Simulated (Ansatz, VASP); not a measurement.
Ti in VASP and in Ansatz

```
Ti
1.0
     0.00000    2.06806    2.06806
     2.03000    0.03806    2.03000
     2.03000    2.03000    0.03806
Ti
1
Cartesian
  0.0000 0.0000 0.0000
```

Change from the starting cell: strain +0.0375 x Voigt [0, 0, 0, 1, 0, 0], atoms carried along.

Alike in both runs: task single point; functional r2SCAN; k mesh 20 × 20 × 20; occupations gaussian, width 0.15 eV; no spin polarisation.

|  | VASP | Ansatz |
| --- | --- | --- |
| version | VASP 6.6.1 | Ansatz 0.2.0 |
| potentials or method | VASP PAW PBE potentials, release 64 (Ti_sv), cutoff 520 eV | scalar-relativistic, plane waves, PAW |
| valence electrons in the cell | 12 | 12 |

```tsv
	VASP	Ansatz	Ansatz less VASP
gap on the k mesh at the Fermi level (eV)	none	none	-
pressure (GPa)	4.9	4.5	-0.44
traceless stress, the component that is largest in VASP (GPa)	-2.60	-2.59	+0.015
```

VASP's potentials were made for PBE, not for r2SCAN. A gap of «none» marks a metal or a gap that the smearing closes. With one functional, cell and mesh, what is left measures potentials, basis and numerics.
